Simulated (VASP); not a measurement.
# Ir (Fd-3m) in VASP: notebook

The runs below take Ir through single point, with PBE.

All numbers are computed with VASP 6.6.1; they aren't measurements. Logs are shortened: lines on timing, memory, paths and dates and some standing lists are left out, and cuts for length are marked.

## 1. The cell of the first run

Symmetry: Fd-3m, No. 227, cubic system. The conventional cell has a = 4.419 Å, b = 4.419 Å, c = 4.419 Å, α = 90.00°, β = 90.00°, γ = 90.00°. Within 2.5 Å of Ir (site symmetry -43m) lie 4 Ir at 1.91 Å.

## 2. Single point, PBE (volume scaled by 0.5)

Input file INCAR:

```
SYSTEM = Ir
PREC     = Accurate       ! precision mode
ENCUT    = 520            ! plane-wave cutoff, eV
EDIFF    = 1E-6           ! SCF threshold, eV
ISMEAR   = -1             ! smearing method
SIGMA    = 0.05           ! smearing width, eV
LREAL    = .False.        ! projectors in reciprocal space
LASPH    = .True.         ! aspherical terms in the spheres
NELM     = 60             ! most SCF steps
ALGO     = Normal         ! electronic algorithm
ISIF     = 2              ! what is computed and relaxed
LWAVE    = .False.        ! write WAVECAR
LCHARG   = .True.         ! write CHGCAR
GGA      = PE             ! functional
LELF     = .True.         ! ELF
LVHAR    = .True.       
NBANDS   = 16             ! bands
```

Input file KPOINTS:

```
regular mesh
0
Gamma
  14 14 14
  0 0 0
```

Input file POSCAR:

```
Ir
1.0
    0.0000000000      2.2094021810      2.2094021810
    2.2094021810      0.0000000000      2.2094021810
    2.2094021810      2.2094021810      0.0000000000
Ir
2
Direct
   -0.1250000000     -0.1250000000     -0.1250000000
    0.1250000000      0.1250000000      0.1250000000
```

Potentials or basis: VASP PAW PBE potentials, release 64 (Ir).

The run is started by

```bash
cat potpaw_PBE.64/Ir/POTCAR > POTCAR
mpirun -np 1 vasp_std > vasp.out
```

OUTCAR:

```text
SYSTEM = Ir
   PREC = Accurate
   ENCUT = 520
   EDIFF = 1E-6
   ISMEAR = -1
   LREAL = .False.
   LASPH = .True.
   NELM = 60
   ISIF = 2
   GGA = PE

 ion  position               nearest neighbor table
   1  0.875  0.875  0.875-   2 1.91   2 1.91   2 1.91   2 1.91
   2  0.125  0.125  0.125-   1 1.91   1 1.91   1 1.91   1 1.91

  LATTYP: Found a face centered cubic cell.
 ALAT       =     4.4188043620

  Lattice vectors:

 A1 = (   0.0000000000,   2.2094021810,   2.2094021810)
 A2 = (   2.2094021810,   0.0000000000,   2.2094021810)
 A3 = (   2.2094021810,   2.2094021810,   0.0000000000)

Analysis of symmetry for initial positions (statically):
=====================================================================
 Subroutine PRICEL returns:
 Original cell was already a primitive cell.

 Routine SETGRP: Setting up the symmetry group for a
 face centered cubic supercell.

 Subroutine GETGRP returns: Found 48 space group operations
 (whereof 12 operations were pure point group operations)
 out of a pool of 48 trial point group operations.

The static configuration has the point symmetry D_3d.
 The point group associated with its full space group is O_h .

Analysis of symmetry for dynamics (positions and initial velocities):
=====================================================================
 Subroutine PRICEL returns:
 Original cell was already a primitive cell.

 Routine SETGRP: Setting up the symmetry group for a
 face centered cubic supercell.

 Subroutine GETGRP returns: Found 48 space group operations
 (whereof 12 operations were pure point group operations)
 out of a pool of 48 trial point group operations.

The dynamic configuration has the point symmetry D_3d.
 The point group associated with its full space group is O_h .

 Subroutine INISYM returns: Found 48 space group operations
 (whereof 12 operations are pure point group operations),
 and found     1 'primitive' translations

----------------------------------------------------------------------------------------

                                     Primitive cell

  volume of cell :      21.5702

  direct lattice vectors                    reciprocal lattice vectors
     0.000000000  2.209402181  2.209402181    -0.226305561  0.226305561  0.226305561
     2.209402181  0.000000000  2.209402181     0.226305561 -0.226305561  0.226305561
     2.209402181  2.209402181  0.000000000     0.226305561  0.226305561 -0.226305561
[... 76 lines left out ...]
   ISTART =      0    job   : 0-new  1-cont  2-samecut
   ICHARG =      2    charge: 1-file 2-atom 10-const
   ISPIN  =      1    spin polarized calculation?
   LNONCOLLINEAR =      F non collinear calculations
   LSORBIT =      F    spin-orbit coupling
   LASPH  =      T    aspherical Exc in radial PAW
   ENCUT  =  520.0 eV  38.22 Ry    6.18 a.u.   5.81  5.81  5.81*2*pi/ulx,y,z
   NELM   =     60;   NELMIN=  2; NELMDL= -5     # of ELM steps
   EDIFF  = 0.1E-05   stopping-criterion for ELM
   LREAL  =      F    real-space projection
   EDIFFG = 0.1E-04   stopping-criterion for IOM
   NSW    =      0    number of steps for IOM
   IBRION =     -1    ionic relax: 0-MD 1-quasi-New 2-CG
   NFREE  =      0    steps in history (QN), initial steepest desc. (CG)
   ISIF   =      2    stress and relaxation
   ISYM   =      2    0-nonsym 1-usesym 2-fastsym
   POTIM  = 0.5000    time-step for ionic-motion
   TEBEG  =    0.0;   TEEND  =   0.0 temperature during run
   PSTRESS=    0.0 pullay stress
   NELECT =      18.0000    total number of electrons
   NUPDOWN=      -1.0000    fix difference up-down
   EMIN   =  10.00;   EMAX   =-10.00  energy-range for DOS
   EFERMI =   0.00;   METHOD = LEGACY
   ISMEAR =    -1;   SIGMA  =   0.05  broadening in eV -4-tet -1-fermi 0-gaus
   EFERMI_NEDOS =   21; number of points for ismear=-14 and -15
   IALGO  =     38    algorithm
   IMIX   =      4    mixing-type and parameters
     AMIX     =   0.40;   BMIX     =  1.00
     AMIX_MAG =   1.60;   BMIX_MAG =  1.00
  volume/ion in A,a.u.               =      10.79        72.78
  Fermi-wavevector in a.u.,A,eV,Ry     =   1.541278  2.912592 32.321142  2.375537
  Thomas-Fermi vector in A             =   2.647246
   LORBIT       =      0    0 simple, 1 ext, 2 COOP (PROOUT), +10 PAW based schemes
   GGA     = PE    functional components
   LHFCALC =     F    Hartree Fock is set to
   AEXX    =    0.0000 exact exchange contribution
   IVDW    =     0    specifies the selected vdW correction
   LEPSILON=     F    determine dielectric tensor
   LRPA    =     F    only Hartree local field effects (RPA)
 non-spin polarized calculation
  energy-cutoff  :      520.00
  volume of cell :       21.57
 maximum number of plane-waves:       592
   NGX = 11   NGY = 11   NGZ = 11

 number of electron      18.0000001 magnetization

 Free energy of the ion-electron system (eV)
  ---------------------------------------------------
  ext. energy  EPLUGINS =         0.00000000
  ---------------------------------------------------
  free energy    TOTEN  =         5.10203621 eV

  energy without entropy =        5.10643165  energy(sigma->0) =        5.10423393

 E-fermi :  16.6073     XC(G=0): -15.1697

 val. band max:       16.6029074141   @ k =   0.4286   0.3571   0.0000
 cond. band min:      16.6111194177   @ k =  -0.4286   0.2857   0.0000
 fundamental gap:      0.0082120036
 Fermi energy:        16.6072713146

 k-point     1 :       0.0000    0.0000    0.0000
  band No.  band energies     occupation
      1       2.9204      2.00000
      2       4.4470      2.00000
      3       4.4470      2.00000
      4       7.5416      2.00000
      5       7.5416      2.00000
      6       7.5416      2.00000
[... 433 lines left out ...]
      3       5.3466      2.00000
      4       7.1321      2.00000
      5       7.2059      2.00000
      6       9.3478      2.00000
[... 8 lines left out ...]
     15      31.8581      0.00000
     16      34.6099      0.00000

 [... further k-points ...]
[... 5 lines left out ...]
  --------------------------------------------------------------------------------------
  -------------------------------------------------------------------------------------
  Total       73.7101213     73.7101213     73.7101213     -0.0000000      0.0000000      0.0000000
  in kB     5474.9905917   5474.9905917   5474.9905917     -0.0000000      0.0000000      0.0000000
  external PRESSURE =    5474.9905917 kB  Pullay stress =       0.0000000 kB

 VOLUME and BASIS-vectors are now :
 -----------------------------------------------------------------------------
  energy-cutoff  :      520.00
  volume of cell :       21.57
      direct lattice vectors                 reciprocal lattice vectors
     0.000000000  2.209402181  2.209402181    -0.226305561  0.226305561  0.226305561
     2.209402181  0.000000000  2.209402181     0.226305561 -0.226305561  0.226305561
     2.209402181  2.209402181  0.000000000     0.226305561  0.226305561 -0.226305561

 POSITION                                       TOTAL-FORCE (eV/Angst)
 -----------------------------------------------------------------------------------
      3.86645      3.86645      3.86645        -0.000000     -0.000000      0.000000
      0.55235      0.55235      0.55235         0.000000      0.000000     -0.000000
 -----------------------------------------------------------------------------------
    total drift:                                0.000000      0.000000      0.000000

  FREE ENERGIE OF THE ION-ELECTRON SYSTEM (eV)
  ---------------------------------------------------
  free  energy   TOTEN  =         5.1020362127 eV

  energy  without entropy=        5.1064316475  energy(sigma->0) =        5.10423393
```

stdout:

```text
POSCAR found type information on POSCAR Ir
 POSCAR found :  1 types and       2 ions
 scaLAPACK will be used
 LDA part: xc-table for (Slater+PW92), standard interpolation
 POSCAR, INCAR and KPOINTS ok, starting setup
 FFT: planning ... GRIDC
 FFT: planning ... GRID_SOFT
 FFT: planning ... GRID
 WAVECAR not read
 entering main loop
```

Run time: 12 s. Hardware: 1 thread of Intel Xeon 6975P-C, shared host; peak memory 0.16 GiB.

What came out:

* Free energy: 5.1020 eV
* Pressure: 547.5 GPa
* Band gap on the k mesh: zero (band 9 reaches 19.30 eV, above the bottom of band 10 at 15.26 eV)

Caveat: spin-orbit coupling is left out, which moves the levels of the heavy elements.

## 3. Single point, PBE (volume scaled by 0.5)

Input file INCAR:

```
PREC = Accurate ; ENCUT = 520
EDIFF = 1E-7 ; ISMEAR = -1
SIGMA = 0.05 ; LREAL = False
LASPH = True ; NELM = 60
ALGO = Normal ; ISIF = 2
LWAVE = False ; LCHARG = True
GGA = PE ; LELF = True
LVHAR = True ; NBANDS = 16
```

Input file KPOINTS:

```
regular mesh
0
Gamma
  14 14 14
```

POSCAR is that of step 2.

Potentials or basis: VASP PAW PBE potentials, release 64 (Ir).

The run is started by

```bash
cat potpaw_PBE.64/Ir/POTCAR > POTCAR
mpirun -np 1 vasp_std > vasp.out
```

OUTCAR:

```text
PREC = Accurate
   ENCUT = 520
   EDIFF = 1E-7
   ISMEAR = -1
   LREAL = False
   LASPH = True
   NELM = 60
   ISIF = 2
   GGA = PE

 ion  position               nearest neighbor table
   1  0.875  0.875  0.875-   2 1.91   2 1.91   2 1.91   2 1.91
   2  0.125  0.125  0.125-   1 1.91   1 1.91   1 1.91   1 1.91

  LATTYP: Found a face centered cubic cell.
 ALAT       =     4.4188043620

  Lattice vectors:

 A1 = (   0.0000000000,   2.2094021810,   2.2094021810)
 A2 = (   2.2094021810,   0.0000000000,   2.2094021810)
 A3 = (   2.2094021810,   2.2094021810,   0.0000000000)

Analysis of symmetry for initial positions (statically):
=====================================================================
 Subroutine PRICEL returns:
 Original cell was already a primitive cell.

 Routine SETGRP: Setting up the symmetry group for a
 face centered cubic supercell.

 Subroutine GETGRP returns: Found 48 space group operations
 (whereof 12 operations were pure point group operations)
 out of a pool of 48 trial point group operations.

The static configuration has the point symmetry D_3d.
 The point group associated with its full space group is O_h .

Analysis of symmetry for dynamics (positions and initial velocities):
=====================================================================
 Subroutine PRICEL returns:
 Original cell was already a primitive cell.

 Routine SETGRP: Setting up the symmetry group for a
 face centered cubic supercell.

 Subroutine GETGRP returns: Found 48 space group operations
 (whereof 12 operations were pure point group operations)
 out of a pool of 48 trial point group operations.

The dynamic configuration has the point symmetry D_3d.
 The point group associated with its full space group is O_h .

 Subroutine INISYM returns: Found 48 space group operations
 (whereof 12 operations are pure point group operations),
 and found     1 'primitive' translations

[... 103 lines left out ...]
   TEBEG  =    0.0;   TEEND  =   0.0 temperature during run
   PSTRESS=    0.0 pullay stress
   NELECT =      18.0000    total number of electrons
   NUPDOWN=      -1.0000    fix difference up-down
   EMIN   =  10.00;   EMAX   =-10.00  energy-range for DOS
   EFERMI =   0.00;   METHOD = LEGACY
   ISMEAR =    -1;   SIGMA  =   0.05  broadening in eV -4-tet -1-fermi 0-gaus
   EFERMI_NEDOS =   21; number of points for ismear=-14 and -15
   IALGO  =     38    algorithm
   IMIX   =      4    mixing-type and parameters
     AMIX     =   0.40;   BMIX     =  1.00
     AMIX_MAG =   1.60;   BMIX_MAG =  1.00
  volume/ion in A,a.u.               =      10.79        72.78
  Fermi-wavevector in a.u.,A,eV,Ry     =   1.541278  2.912592 32.321142  2.375537
  Thomas-Fermi vector in A             =   2.647246
   LORBIT       =      0    0 simple, 1 ext, 2 COOP (PROOUT), +10 PAW based schemes
   GGA     = PE    functional components
   LHFCALC =     F    Hartree Fock is set to
   AEXX    =    0.0000 exact exchange contribution
   IVDW    =     0    specifies the selected vdW correction
   LEPSILON=     F    determine dielectric tensor
   LRPA    =     F    only Hartree local field effects (RPA)
 non-spin polarized calculation
  energy-cutoff  :      520.00
  volume of cell :       21.57
 maximum number of plane-waves:       592
   NGX = 11   NGY = 11   NGZ = 11

 number of electron      18.0000001 magnetization

 Free energy of the ion-electron system (eV)
  ---------------------------------------------------
  ext. energy  EPLUGINS =         0.00000000
  ---------------------------------------------------
  free energy    TOTEN  =         5.10203626 eV

  energy without entropy =        5.10643171  energy(sigma->0) =        5.10423399

 E-fermi :  16.6072     XC(G=0): -15.1697

 val. band max:       16.6028806680   @ k =   0.4286   0.3571   0.0000
 cond. band min:      16.6111003025   @ k =  -0.4286   0.2857   0.0000
 fundamental gap:      0.0082196345
 Fermi energy:        16.6072453777

 k-point     1 :       0.0000    0.0000    0.0000
  band No.  band energies     occupation
      1       2.9204      2.00000
      2       4.4470      2.00000
      3       4.4470      2.00000
      4       7.5416      2.00000
      5       7.5416      2.00000
      6       7.5416      2.00000
[... 433 lines left out ...]
      3       5.3466      2.00000
      4       7.1321      2.00000
      5       7.2059      2.00000
      6       9.3478      2.00000
[... 8 lines left out ...]
     15      31.8581      0.00000
     16      34.6099      0.00000

 [... further k-points ...]
[... 5 lines left out ...]
  --------------------------------------------------------------------------------------
  -------------------------------------------------------------------------------------
  Total       73.7114449     73.7114449     73.7114449      0.0000000     -0.0000000     -0.0000000
  in kB     5475.0889070   5475.0889070   5475.0889070      0.0000000     -0.0000000     -0.0000000
  external PRESSURE =    5475.0889070 kB  Pullay stress =       0.0000000 kB

 VOLUME and BASIS-vectors are now :
 -----------------------------------------------------------------------------
  energy-cutoff  :      520.00
  volume of cell :       21.57
      direct lattice vectors                 reciprocal lattice vectors
     0.000000000  2.209402181  2.209402181    -0.226305561  0.226305561  0.226305561
     2.209402181  0.000000000  2.209402181     0.226305561 -0.226305561  0.226305561
     2.209402181  2.209402181  0.000000000     0.226305561  0.226305561 -0.226305561

 POSITION                                       TOTAL-FORCE (eV/Angst)
 -----------------------------------------------------------------------------------
      3.86645      3.86645      3.86645         0.000000      0.000000      0.000000
      0.55235      0.55235      0.55235        -0.000000     -0.000000     -0.000000
 -----------------------------------------------------------------------------------
    total drift:                                0.000000      0.000000      0.000000

  FREE ENERGIE OF THE ION-ELECTRON SYSTEM (eV)
  ---------------------------------------------------
  free  energy   TOTEN  =         5.1020362610 eV

  energy  without entropy=        5.1064317126  energy(sigma->0) =        5.10423399
```

OSZICAR:

```text
N       E                     dE             d eps       ncg     rms          rms(c)
DAV:   1     0.186347137672E+03    0.18635E+03   -0.87683E+03  3336   0.122E+03
DAV:   2     0.788460780439E+01   -0.17846E+03   -0.16317E+03  3352   0.338E+02
DAV:   3     0.382236876688E+01   -0.40622E+01   -0.40480E+01  4376   0.625E+01
DAV:   4     0.377509227428E+01   -0.47276E-01   -0.47271E-01  4184   0.575E+00
DAV:   5     0.377373129156E+01   -0.13610E-02   -0.13610E-02  4448   0.999E-01    0.706E+01
DAV:   6     0.463361811650E+01    0.85989E+00   -0.10128E-01  4144   0.390E+00    0.440E+01
DAV:   7     0.509783367766E+01    0.46422E+00   -0.16076E-01  4080   0.420E+00    0.110E+00
DAV:   8     0.510208421352E+01    0.42505E-02   -0.98127E-03  4232   0.120E+00    0.132E-01
DAV:   9     0.510203766674E+01   -0.46547E-04   -0.25912E-04  4592   0.156E-01    0.719E-02
DAV:  10     0.510203350271E+01   -0.41640E-05   -0.30514E-05  4120   0.724E-02    0.136E-02
DAV:  11     0.510203709103E+01    0.35883E-05   -0.77503E-07  4440   0.805E-03    0.685E-03
DAV:  12     0.510203609932E+01   -0.99171E-06   -0.64893E-08  2904   0.350E-03    0.331E-04
DAV:  13     0.510203629214E+01    0.19282E-06   -0.86810E-09  2192   0.118E-03    0.119E-04
DAV:  14     0.510203626103E+01   -0.31112E-07   -0.21260E-09  2136   0.545E-04
   1 F= 0.51020363E+01 E0= 0.51042340E+01  d E =-.439545E-02
```

stdout:

```text
POSCAR found type information on POSCAR Ir
 POSCAR found :  1 types and       2 ions
 scaLAPACK will be used
 LDA part: xc-table for (Slater+PW92), standard interpolation
 POSCAR, INCAR and KPOINTS ok, starting setup
 FFT: planning ... GRIDC
 FFT: planning ... GRID_SOFT
 FFT: planning ... GRID
 WAVECAR not read
 entering main loop
```

It took 13 s on 1 thread of Intel Xeon 6975P-C, shared host; peak memory 0.16 GiB.

What came out:

| Quantity | Value |
| --- | --- |
| Free energy | 5.1020 eV |
| Pressure | 547.5 GPa |
| Band gap on the k mesh | zero (band 9 reaches 19.30 eV, above the bottom of band 10 at 15.26 eV) |

Levels at points of the mesh, in eV from the Fermi level:
```
           k point  band 6  band 7  band 8  band 9  band 10  band 11  band 12  band 13
(0.00, 0.00, 0.00)   -9.07   -3.60   -3.60   -3.60     3.59     3.59    11.34    13.33
(0.50, 0.00, 0.00)   -9.53   -3.36   -0.96   -0.96     1.34     1.34     3.36    10.54
(0.50, 0.50, 0.00)   -6.12   -4.37   -4.37    1.77     1.77     4.04     4.04     5.51
```

Caveat: spin-orbit coupling is left out, which moves the levels of the heavy elements.
